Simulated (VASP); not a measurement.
Runs of VASP 6.6.1 on Ta. The structure is that of space group Im-3m (No. 229), or close to it. The cells are those of the table. 

```csv
task,level,potentials or basis,U,cell,k mesh,cutoff (eV),smearing,grid for exact exchange (PRECFOCK),share of exact exchange,screening parameter,gap on the mesh (eV),pressure (GPa)
single point,r2SCAN,"VASP PAW PBE potentials, release 64 (Ta_sv_GW)",-,"a = 2.860 Å, angles 109.5°, 1 atom",11 × 11 × 11,550,fermi-dirac 0.05 eV,-,-,-,none,-0.9
single point,PBE0,"VASP PAW PBE potentials, release 64 (Ta_sv_GW)",-,"a = 2.860 Å, angles 109.5°, 1 atom",8 × 8 × 8,400,fermi-dirac 0.15 eV,Normal,0.25,-,none,(a)
single point,r2SCAN50,"VASP PAW PBE potentials, release 64 (Ta_sv_GW)",-,"a = 2.821 Å, angles 109.5°, 1 atom",6 × 6 × 6,440,fermi-dirac 0.05 eV,Normal,0.5,-,none,-9.0
single point,HSE06,"VASP PAW PBE potentials, release 64 (Ta_sv_GW)",-,"a = 2.916 Å, angles 109.5°, 1 atom",6 × 6 × 6,400,fermi-dirac 0.05 eV,Normal,0.25,0.2079 1/Å,none,-10.9
single point,r2SCAN50,"VASP PAW PBE potentials, release 64 (Ta_sv_GW)",-,"a = 2.898 Å, angles 109.5°, 1 atom",6 × 6 × 6,440,fermi-dirac 0.05 eV,Normal,0.5,-,none,(d)
single point,LDA,"VASP PAW LDA potentials, release 64 (Ta_sv_GW)",-,"a = 2.782 Å, angles 109.5°, 1 atom",11 × 11 × 11,500,fermi-dirac 0.05 eV,-,-,-,none,8.6
single point,HSE06,"VASP PAW PBE potentials, release 64 (Ta_sv_GW)",-,"a = 2.802 Å, angles 109.5°, 1 atom",6 × 6 × 6,400,fermi-dirac 0.05 eV,Normal,0.25,0.2079 1/Å,none,14.4
single point,PBE0,"VASP PAW PBE potentials, release 64 (Ta_sv_GW)",-,"a = 2.821 Å, angles 109.5°, 1 atom",6 × 6 × 6,400,fermi-dirac 0.05 eV,Normal,0.25,-,none,8.9
single point,PBE0,"VASP PAW PBE potentials, release 64 (Ta_sv_GW)",-,"a = 2.860 Å, angles 109.5°, 1 atom",6 × 6 × 6,400,fermi-dirac 0.05 eV,Normal,0.25,-,none,(c)
relaxation of cell and atoms,PBE-based screened hybrid with 25 % exact exchange+U,"VASP PAW PBE potentials, release 64 (Ta_pv)",Ta d U = 4.0 eV,"relaxed from a = 2.860 Å, angles 109.5°, 1 atom",7 × 7 × 7,600,gaussian 0.05 eV,Normal,0.25,0.3 1/Å,none,-0.1
single point,r2SCAN,"VASP PAW PBE potentials, release 64 (Ta_sv_GW)",-,"a = 2.916 Å, angles 109.5°, 1 atom",11 × 11 × 11,550,fermi-dirac 0.05 eV,-,-,-,none,(b)
single point,HSE06,"VASP PAW PBE potentials, release 64 (Ta_sv_GW)",-,"a = 2.841 Å, angles 109.5°, 1 atom",6 × 6 × 6,400,fermi-dirac 0.05 eV,Normal,0.25,0.2079 1/Å,none,4.4
```

Alike in all rows: no spin polarisation.

**Question.** Estimate the missing entries.

**Answer.** (a) -5.5; (b) -11.4; (c) 0.4; (d) -26.3.

Caveats: some runs use coarse meshes; spin-orbit coupling is left out, which moves the levels of the heavy elements; the PAW data sets were made with another functional, which shifts forces and pressure a little (at least some runs); the cell stands under tension (at least some runs); the cell stands under pressure (at least some runs); U without spin polarisation on a metal has little footing (at least some runs); the U is typed as a test and isn't derived for this compound (at least some runs).

A k mesh can miss the band edges, and the runs leave out spin-orbit coupling on Ta.

A gap of «none» marks levels without a gap at the run's occupations.

The runs don't all hold the same shells in valence.
